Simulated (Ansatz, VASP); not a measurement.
Two plane-wave programs on SiB6

```
CELL_PARAMETERS angstrom
0.00000 3.15774 3.15774
3.15774 0.00000 3.15774
3.15774 3.15774 0.00000
ATOMIC_POSITIONS crystal
Si 0.75000 0.75000 0.75000
B 0.25000 0.25000 0.25000
B 0.40180 0.40180 0.40180
B 0.40180 0.40180 0.79461
B 0.40180 0.79461 0.40180
B 0.79461 0.40180 0.40180
B 0.00000 0.00000 0.00000
```

Alike in both runs: functional PBE; k mesh 5 × 5 × 5; occupations gaussian, width 0.2 eV; no spin polarisation.

Ansatz relaxed the structure, and its values are those at the end. VASP's run is a single point on that final structure, the one shown.

|  | VASP | Ansatz |
| --- | --- | --- |
| version | VASP 6.6.1 | Ansatz 0.2.0 |
| potentials or method | VASP PAW PBE potentials, release 64 (Si, B), cutoff 500 eV | scalar-relativistic, plane waves, PAW |
| valence electrons in the cell | 22 | 22 |

VASP gave:

- gap on the k mesh at the Fermi level (eV): none
- pressure (GPa): 0.1
- rms of the force components (eV/Å): 0.008

**Question.** Which values does Ansatz return?

**Answer.** gap on the k mesh at the Fermi level (eV): none; pressure (GPa): 0.1; rms of the force components (eV/Å): 0.006.

A gap of «none» marks a metal or a gap that the smearing closes.
